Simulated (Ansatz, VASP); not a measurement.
One calculation of Pt, two programs

```
Pt
1.0
     0.00000    1.96090    1.96090
     1.96090    0.00000    1.96090
     1.96090    1.96090    0.00000
Pt
1
Direct
  0.00000 0.00000 0.00000
```

Alike in both runs: task single point; functional LDA; k mesh 15 × 15 × 15; occupations fermi-dirac, width 0.1 eV; no spin polarisation.

|  | VASP | Ansatz |
| --- | --- | --- |
| version | VASP 6.6.1 | Ansatz 0.2.0 |
| potentials or method | VASP PAW LDA potentials, release 64 (Pt), cutoff 520 eV | plane waves, PAW |
| valence electrons in the cell | 10 | 18 |

|  | VASP | Ansatz | Ansatz less VASP |
| --- | --- | --- | --- |
| pressure (GPa) | -5.1 | -5.8 | -0.70 |

LDA's correlation is that of Perdew and Zunger in VASP and of Perdew and Wang (1992) in Ansatz. VASP's potentials hold 10 valence electrons a cell and Ansatz's 18, so a difference there can come from the potentials and not from the codes.

Spin-orbit coupling is off throughout.
